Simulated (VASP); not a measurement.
Set up this calculation in VASP 6.6.1, as the native input.

* Task: single point
* Functional: BLYP
* Potentials or basis: VASP PAW PBE potentials, release 64 (Cd, S)
* Cutoff: 520 eV
* k mesh: 8 × 8 × 8
* Occupations: fermi-dirac, width 0.05 eV
* Spin: no spin polarisation
* Dipole correction: no
* Further INCAR settings: ALGO = Normal; EDIFF = 1e-06; NBANDS = 16

The structure of CdS (Hawleyite) lies in POSCAR:

```
CdS
1.0
    0.0000000000      2.9165000000      2.9165000000
    2.9165000000      0.0000000000      2.9165000000
    2.9165000000      2.9165000000      0.0000000000
Cd S
1 1
Direct
    0.0000000000      0.0000000000      0.0000000000
    0.7500000000      0.7500000000      0.7500000000
```

One way to write it, as run:

INCAR

```
  PREC = Accurate
  ENCUT = 520
  EDIFF = 1E-6
  ISMEAR = -1
  SIGMA = 0.05
  LREAL = F
  LASPH = T
  NELM = 60
  ALGO = Normal
  ISIF = 2
  LWAVE = F
  LCHARG = F
  GGA = B5
  ALDAX = 1.0
  AGGAX = 1.0
  AGGAC = 1.0
  ALDAC = 0.0
  NBANDS = 16
```

KPOINTS

```
regular mesh
0
Gamma
  8 8 8
```

Potentials or basis: VASP PAW PBE potentials, release 64 (Cd, S).

Command:

```sh
$ cat potpaw_PBE.64/Cd/POTCAR potpaw_PBE.64/S/POTCAR > POTCAR
$ mpirun -np 1 vasp_std > vasp.out
```

Results of the run:

```json
{
 "Pressure": "6.5 GPa",
 "Band gap on the k mesh": "1.12 eV, direct"
}
```

Caveat: the PAW data sets were made with another functional, which shifts forces and pressure a little.

Run time: 17 s on 1 thread of Intel(R) Xeon(R) Platinum 8559C (Emerald Rapids), on a shared host, peak memory 0.18 GiB.
